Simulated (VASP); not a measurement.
Write the native input for VASP 6.6.1 that does the following.

- Task: single point
- Functional: PBEsol
- Potentials or basis: VASP PAW PBE potentials, release 64 (Ba_sv)
- Cutoff: 520 eV
- k mesh: 10 × 10 × 10
- Occupations: fermi-dirac, width 0.05 eV
- Spin: no spin polarisation
- Dipole correction: no
- Further INCAR settings: ALGO = Normal; EDIFF = 1e-06; NBANDS = 11

The structure of Ba lies in POSCAR:

```
Ba
1.0
   -2.5250000000      2.5000000000      2.5000000000
    2.5000000000     -2.5250000000      2.5000000000
    2.5000000000      2.5000000000     -2.5250000000
Ba
1
Direct
    0.0000000000      0.0000000000      0.0000000000
```

This cell differs from its parent crystal: equal xy, yz and zx shear strains of -1 %.

The input as run:

INCAR

```
ALGO     = Normal         # electronic algorithm
EDIFF    = 1E-6           # SCF threshold, eV
ENCUT    = 520            # plane-wave cutoff, eV
GGA      = PS             # functional
ISIF     = 2              # what is computed and relaxed
ISMEAR   = -1             # smearing method
LASPH    = True           # aspherical terms in the spheres
LCHARG   = True           # write CHGCAR
LELF     = True           # ELF
LREAL    = False          # projectors in reciprocal space
LVHAR    = True         
LWAVE    = False          # write WAVECAR
NBANDS   = 11             # bands
NELM     = 60             # most SCF steps
PREC     = Accurate       # precision mode
SIGMA    = 0.05           # smearing width, eV
```

KPOINTS

```
k-points
0
Gamma
  10 10 10
```

Potentials or basis: VASP PAW PBE potentials, release 64 (Ba_sv).

Run with:

```console
$ cat potpaw_PBE.64/Ba_sv/POTCAR > POTCAR
$ mpirun -np 1 vasp_std > vasp.out
```

Results of the run:

* Pressure: -0.5 GPa
* Band gap on the k mesh: zero (band 5 reaches 1.89 eV, above the bottom of band 6 at 1.01 eV)

Caveat: the cell differs from its parent crystal (equal xy, yz and zx shear strains of -1 %); the PAW data sets were made with another functional, which shifts forces and pressure a little; spin-orbit coupling is left out, which moves the levels of the heavy elements.

Wall time 36 s on 1 thread of Intel(R) Xeon(R) Platinum 8259CL CPU @ 2.50GHz (Skylake/Cascade Lake), on a shared host, peak memory 0.22 GiB.
